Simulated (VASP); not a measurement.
# Mo (P6/mmm) in VASP: notebook

The runs below take Mo through single point, with PBEsol.

Program: VASP 6.6.1. These are calculated values, not measurements. Logs are shortened: lines on timing, memory, paths and dates and some standing lists are left out, and cuts for length are marked.

### 1 The cell of the first run

Symmetry: P6/mmm, No. 191, hexagonal system. The conventional cell has a = 2.811 Å, b = 2.811 Å, c = 2.617 Å, α = 90.00°, β = 90.00°, γ = 120.00°. Mo (site symmetry 6/mmm) has 8 Mo at 2.62 to 2.81 Å within 3.5 Å.

### 2 Single point, PBEsol (strain +0.025 along x and y, +0.050 along z)

INCAR

```
SYSTEM = Mo
  PREC = Accurate
  ENCUT = 520
  EDIFF = 1E-6
  ISMEAR = 0
  SIGMA = 0.15
  LREAL = .FALSE.
  LASPH = .TRUE.
  NELM = 60
  ALGO = Fast
  ISIF = 2
  LWAVE = .FALSE.
  LCHARG = .FALSE.
  GGA = PS
  NBANDS = 13
```

KPOINTS

```
regular mesh
0
G
  24 24 24
  0 0 0
```

POSCAR

```
Mo
1.0
    2.8108938102      0.0000000000      0.0000000000
   -1.4054469051      2.4343054470      0.0000000000
    0.0000000000      0.0000000000      2.6166746292
Mo
1
Direct
    0.0000000000      0.0000000000      0.5000000000
```

Potentials or basis: VASP PAW PBE potentials, release 64 (Mo_sv).

The run is started by

```bash
$ cat potpaw_PBE.64/Mo_sv/POTCAR > POTCAR
$ mpirun -np 1 vasp_std > vasp.out
```

OUTCAR:

```text
SYSTEM = Mo
   PREC = Accurate
   ENCUT = 520
   EDIFF = 1E-6
   ISMEAR = 0
   LREAL = .FALSE.
   LASPH = .TRUE.
   NELM = 60
   ISIF = 2
   GGA = PS

 ion  position               nearest neighbor table
   1  0.000  0.000  0.500-

  LATTYP: Found a hexagonal cell.
 ALAT       =     2.8108938102
 C/A-ratio  =     0.9309048317

  Lattice vectors:

 A1 = (   2.8108938102,   0.0000000000,   0.0000000000)
 A2 = (  -1.4054469051,   2.4343054470,   0.0000000000)
 A3 = (   0.0000000000,   0.0000000000,   2.6166746292)

Analysis of symmetry for initial positions (statically):
=====================================================================
 Subroutine PRICEL returns:
 Original cell was already a primitive cell.

 Routine SETGRP: Setting up the symmetry group for a
 hexagonal supercell.

 Subroutine GETGRP returns: Found 24 space group operations
 (whereof 24 operations were pure point group operations)
 out of a pool of 24 trial point group operations.

The static configuration has the point symmetry D_6h.

Analysis of symmetry for dynamics (positions and initial velocities):
=====================================================================
 Subroutine PRICEL returns:
 Original cell was already a primitive cell.

 Routine SETGRP: Setting up the symmetry group for a
 hexagonal supercell.

 Subroutine GETGRP returns: Found 24 space group operations
 (whereof 24 operations were pure point group operations)
 out of a pool of 24 trial point group operations.

The dynamic configuration has the point symmetry D_6h.

 Subroutine INISYM returns: Found 24 space group operations
 (whereof 24 operations are pure point group operations),
 and found     1 'primitive' translations

----------------------------------------------------------------------------------------

                                     Primitive cell

  volume of cell :      17.9048

  direct lattice vectors                    reciprocal lattice vectors
     2.810893810  0.000000000  0.000000000     0.355758726  0.205397396  0.000000000
    -1.405446905  2.434305447  0.000000000     0.000000000  0.410794792  0.000000000
     0.000000000  0.000000000  2.616674629     0.000000000  0.000000000  0.382164442

  length of vectors
     2.810893810  2.810893810  2.616674629     0.410794792  0.410794792  0.382164442

  position of ions in fractional coordinates (direct lattice)
     0.000000000  0.000000000  0.500000000

  ion indices of the primitive-cell ions
   primitive index   ion index
                 1           1

----------------------------------------------------------------------------------------

 KPOINTS: regular mesh

Automatic generation of k-mesh.
 Grid dimensions read from file:
 generate k-points for:   24   24   24

 Generating k-lattice:

  Cartesian coordinates                     Fractional coordinates (reciprocal lattice)
     0.014823280  0.008558225  0.000000000     0.041666667  0.000000000  0.000000000
     0.000000000  0.017116450  0.000000000     0.000000000  0.041666667  0.000000000
     0.000000000  0.000000000  0.015923518     0.000000000  0.000000000  0.041666667

  Length of vectors
     0.017116450  0.017116450  0.015923518

  Shift w.r.t. Gamma in fractional coordinates (k-lattice)
     0.000000000  0.000000000  0.000000000

 Subroutine IBZKPT returns following result:
 ===========================================

 Found    793 irreducible k-points:

 Following reciprocal coordinates:
            Coordinates               Weight
  0.000000  0.000000  0.000000      1.000000
  0.041667  0.000000  0.000000      6.000000
  0.083333  0.000000  0.000000      6.000000
  0.125000  0.000000  0.000000      6.000000
  0.166667  0.000000  0.000000      6.000000
  0.208333  0.000000  0.000000      6.000000
[... 16 lines left out ...]
  0.416667  0.041667  0.000000     12.000000
  0.458333  0.041667  0.000000     12.000000
 [... further k-points ...]
   k-points           NKPTS =    793   k-points in BZ     NKDIM =    793   number of bands    NBANDS=     13
   number of dos      NEDOS =    301   number of ions     NIONS =      1
   total plane-waves  NPLWV =  11520
   dimension x,y,z NGX =    24 NGY =   24 NGZ =   20
   dimension x,y,z NGXF=    48 NGYF=   48 NGZF=   40
   ions per type =               1
   NGX,Y,Z   is equivalent  to a cutoff of  14.19, 14.19, 12.71 a.u.
   NGXF,Y,Z  is equivalent  to a cutoff of  28.39, 28.39, 25.41 a.u.
 SYSTEM =  Mo
   PREC   = accura    normal or accurate (medium, high low for compatibility)
   ISTART =      0    job   : 0-new  1-cont  2-samecut
   ICHARG =      2    charge: 1-file 2-atom 10-const
   ISPIN  =      1    spin polarized calculation?
   LNONCOLLINEAR =      F non collinear calculations
   LSORBIT =      F    spin-orbit coupling
   LASPH  =      T    aspherical Exc in radial PAW
   ENCUT  =  520.0 eV  38.22 Ry    6.18 a.u.   5.23  5.23  4.87*2*pi/ulx,y,z
   NELM   =     60;   NELMIN=  2; NELMDL= -5     # of ELM steps
   EDIFF  = 0.1E-05   stopping-criterion for ELM
   LREAL  =      F    real-space projection
   EDIFFG = 0.1E-04   stopping-criterion for IOM
   NSW    =      0    number of steps for IOM
   IBRION =     -1    ionic relax: 0-MD 1-quasi-New 2-CG
   NFREE  =      0    steps in history (QN), initial steepest desc. (CG)
   ISIF   =      2    stress and relaxation
   ISYM   =      2    0-nonsym 1-usesym 2-fastsym
   POTIM  = 0.5000    time-step for ionic-motion
   TEBEG  =    0.0;   TEEND  =   0.0 temperature during run
   PSTRESS=    0.0 pullay stress
   NELECT =      14.0000    total number of electrons
   NUPDOWN=      -1.0000    fix difference up-down
   EMIN   =  10.00;   EMAX   =-10.00  energy-range for DOS
   EFERMI =   0.00;   METHOD = LEGACY
   ISMEAR =     0;   SIGMA  =   0.15  broadening in eV -4-tet -1-fermi 0-gaus
   EFERMI_NEDOS =   21; number of points for ismear=-14 and -15
   IALGO  =     68    algorithm
   IMIX   =      4    mixing-type and parameters
     AMIX     =   0.40;   BMIX     =  1.00
     AMIX_MAG =   1.60;   BMIX_MAG =  1.00
  volume/ion in A,a.u.               =      17.90       120.83
  Fermi-wavevector in a.u.,A,eV,Ry     =   1.508208  2.850099 30.949035  2.274690
  Thomas-Fermi vector in A             =   2.618692
   LORBIT       =      0    0 simple, 1 ext, 2 COOP (PROOUT), +10 PAW based schemes
   GGA     = PS    functional components
   LHFCALC =     F    Hartree Fock is set to
   AEXX    =    0.0000 exact exchange contribution
   IVDW    =     0    specifies the selected vdW correction
   LEPSILON=     F    determine dielectric tensor
   LRPA    =     F    only Hartree local field effects (RPA)
 non-spin polarized calculation
 RMM-DIIS sequential band-by-band and
 Gauss-broadening in eV      SIGMA  =   0.15
  energy-cutoff  :      520.00
  volume of cell :       17.90
 maximum number of plane-waves:       494
 NGX is ok and might be reduce to    24
   NGX = 11   NGY = 11   NGZ =  9

 number of electron      14.0000001 magnetization

 Free energy of the ion-electron system (eV)
  ---------------------------------------------------
  ext. energy  EPLUGINS =         0.00000000
  ---------------------------------------------------
  free energy    TOTEN  =       -10.77491030 eV

  energy without entropy =      -10.76195372  energy(sigma->0) =      -10.76843201

 E-fermi :  10.2977     XC(G=0): -12.6906

 val. band max:       10.2974033546   @ k =   0.2917   0.0000   0.4583
 cond. band min:      10.2995879367   @ k =   0.3750   0.0417   0.2500
 fundamental gap:      0.0021845821
 Fermi energy:        10.2976978321

 k-point     1 :       0.0000    0.0000    0.0000
  band No.  band energies     occupation
      1     -50.6545      2.00000
      2     -24.1140      2.00000
      3     -24.1140      2.00000
      4     -24.0613      2.00000
      5       3.7299      2.00000
      6       6.3639      2.00000
      7       9.5024      2.00000
      8       9.5024      2.00000
      9      13.9764      0.00000
     10      13.9764      0.00000
     11      23.1952      0.00000
     12      25.4482      0.00000
     13      29.8720      0.00000

 k-point     2 :       0.0417    0.0000    0.0000
  band No.  band energies     occupation
      1     -50.6518      2.00000
      2     -24.1333      2.00000
      3     -24.1184      2.00000
      4     -24.0593      2.00000
      5       3.7927      2.00000
      6       6.3901      2.00000
      7       9.4409      2.00000
      8       9.5590      2.00000
      9      13.9116      0.00000
     10      13.9658      0.00000
     11      23.3341      0.00000
     12      25.5739      0.00000
     13      29.5322      0.00000

 k-point     3 :       0.0833    0.0000    0.0000
  band No.  band energies     occupation
      1     -50.6437      2.00000
      2     -24.1898      2.00000
      3     -24.1312      2.00000
      4     -24.0534      2.00000
      5       3.9764      2.00000
      6       6.4674      2.00000
      7       9.2706      2.00000
      8       9.7275      2.00000
      9      13.7277      0.00000
     10      13.9349      0.00000
     11      23.7265      0.00000
     12      25.9383      0.00000
     13      28.5782      0.00000

 k-point     4 :       0.1250    0.0000    0.0000
  band No.  band energies     occupation
      1     -50.6309      2.00000
      2     -24.2790      2.00000
      3     -24.1514      2.00000
      4     -24.0440      2.00000
      5       4.2663      2.00000
      6       6.5906      2.00000
      7       9.0319      2.00000
      8      10.0039      1.99439
      9      13.4522      0.00000
     10      13.8861      0.00000
     11      24.2836      0.00000
     12      26.5068      0.00000
     13      27.5612      0.00000

 k-point     5 :       0.1667    0.0000    0.0000
  band No.  band energies     occupation
      1     -50.6142      2.00000
      2     -24.3939      2.00000
      3     -24.1778      2.00000
      4     -24.0318      2.00000
      5       4.6361      2.00000
      6       6.7450      2.00000
      7       8.7871      2.00000
      8      10.3814      0.43021
      9      13.1193      0.00000
     10      13.8232      0.00000
     11      24.7242      0.00000
     12      26.7794      0.00000
     13      27.2310      0.00000
[... 257 lines left out ...]
 k-point    22 :       0.3750    0.0417    0.0000
  band No.  band energies     occupation
      1     -50.5074      2.00000
      2     -25.0780      2.00000
      3     -24.3507      2.00000
      4     -23.9544      2.00000
      5       5.9611      2.00000
      6       7.1709      2.00000
      7      10.2193      1.54026
      8      11.4717      0.00000
      9      13.4153      0.00000
     10      13.6077      0.00000
     11      20.3518      0.00000
     12      23.7139      0.00000
     13      27.3769      0.00000

 k-point    23 :       0.4167    0.0417    0.0000
  band No.  band energies     occupation
      1     -50.4967      2.00000
      2     -25.1437      2.00000
      3     -24.3673      2.00000
      4     -23.9466      2.00000
      5       5.8999      2.00000
      6       7.2829      2.00000
      7      10.7019      0.00014
      8      11.3342      0.00000
      9      13.3774      0.00000
     10      14.0697      0.00000
     11      19.7631      0.00000
     12      23.1988      0.00000
     13      26.9862      0.00000

 k-point    24 :       0.4583    0.0417    0.0000
  band No.  band energies     occupation
      1     -50.4911      2.00000
      2     -25.1775      2.00000
      3     -24.3759      2.00000
      4     -23.9426      2.00000
      5       5.8600      2.00000
      6       7.3474      2.00000
      7      10.9836      0.00000
      8      11.2643      0.00000
      9      13.3578      0.00000
     10      14.3310      0.00000
     11      19.4377      0.00000
     12      22.9099      0.00000
     13      26.7647      0.00000

 [... further k-points ...]

------------------------ aborting loop because EDIFF is reached ----------------------------------------

  FORCE on cell =-STRESS in cart. coord.  units (eV):
  Direction    XX          YY          ZZ          XY          YZ          ZX
  --------------------------------------------------------------------------------------
  -------------------------------------------------------------------------------------
  Total       -1.7242159     -1.7242159     -2.4188011     -0.0000000      0.0000000      0.0000000
  in kB     -154.2883012   -154.2883012   -216.4419872     -0.0000000      0.0000000      0.0000000
  external PRESSURE =    -175.0061965 kB  Pullay stress =       0.0000000 kB

 VOLUME and BASIS-vectors are now :
 -----------------------------------------------------------------------------
  energy-cutoff  :      520.00
  volume of cell :       17.90
      direct lattice vectors                 reciprocal lattice vectors
     2.810893810  0.000000000  0.000000000     0.355758726  0.205397396  0.000000000
    -1.405446905  2.434305447  0.000000000     0.000000000  0.410794792  0.000000000
     0.000000000  0.000000000  2.616674629     0.000000000  0.000000000  0.382164442

 POSITION                                       TOTAL-FORCE (eV/Angst)
 -----------------------------------------------------------------------------------
      0.00000      0.00000      1.30834         0.000000      0.000000      0.000000
 -----------------------------------------------------------------------------------
    total drift:                                0.000000      0.000000     -0.000000

  FREE ENERGIE OF THE ION-ELECTRON SYSTEM (eV)
  ---------------------------------------------------
  free  energy   TOTEN  =       -10.7749102967 eV

  energy  without entropy=      -10.7619537216  energy(sigma->0) =      -10.76843201
```

It took 97 s on 1 thread of Intel Xeon Platinum 8375C at 2.90GHz (Ice Lake), shared host; peak memory 0.27 GiB.

Results:

* Free energy: -10.7749 eV
* Pressure: -17.5 GPa
* Band gap on the k mesh: zero (band 7 reaches 11.13 eV, above the bottom of band 8 at 9.50 eV)

Caveat: the cell differs from its parent crystal (strain +0.025 along x and y, +0.050 along z); the PAW data sets were made with another functional, which shifts forces and pressure a little.

### 3 Single point, PBEsol (strain -0.050 along x and y, -0.050 along z)

INCAR is that of step 2.

KPOINTS

```
Automatic mesh
0
G
  24 24 24
  0 0 0
```

POSCAR

```
Mo
1.0
    2.6052186534      0.0000000000      0.0000000000
   -1.3026093267      2.2561855362      0.0000000000
    0.0000000000      0.0000000000      2.3674675216
Mo
1
Direct
    0.0000000000      0.0000000000      0.5000000000
```

Potentials or basis: VASP PAW PBE potentials, release 64 (Mo_sv).

The run is started by

```bash
$ cat potpaw_PBE.64/Mo_sv/POTCAR > POTCAR
$ mpirun -np 1 vasp_std > vasp.out
```

Wall time 40 s (1 thread of Intel Xeon 6975P-C (Granite Rapids), shared host); peak memory 0.24 GiB.

The run converged. Its results:

```yaml
Free_energy: -10.5595 eV
Pressure: 49.2 GPa
Band_gap_on_the_k_mesh: zero (band 7 reaches 15.74 eV, above the bottom of band 8 at 12.93 eV)
```

Stress tensor (GPa, compression positive):
```
48.29  0.00  0.00
 0.00 48.29  0.00
 0.00  0.00 51.17
```

Levels at points of the mesh, in eV from the Fermi level:
| k point | band 3 | band 4 | band 5 | band 6 | band 7 | band 8 | band 9 | band 10 | band 11 | band 12 |
| --- | --- | --- | --- | --- | --- | --- | --- | --- | --- | --- |
| (0.00, 0.00, 0.00) | -33.89 | -33.51 | -7.24 | -5.33 | -1.24 | -1.24 | 5.46 | 5.46 | 12.88 | 18.17 |
| (0.50, 0.00, 0.00) | -34.39 | -33.27 | -5.97 | -3.73 | 1.56 | 1.63 | 4.63 | 5.42 | 12.34 | 14.68 |
| (0.00, 0.00, 0.50) | -33.57 | -33.57 | -3.77 | -0.03 | -0.03 | 0.55 | 0.62 | 0.62 | 13.56 | 16.65 |
| (0.50, 0.00, 0.50) | -35.55 | -34.03 | -6.81 | -3.92 | -0.96 | 5.98 | 7.12 | 8.01 | 9.00 | 18.61 |

Caveat: the cell differs from its parent crystal (strain -0.050 along x and y, -0.050 along z); the PAW data sets were made with another functional, which shifts forces and pressure a little.

(Part 1 of 2 ends here.)
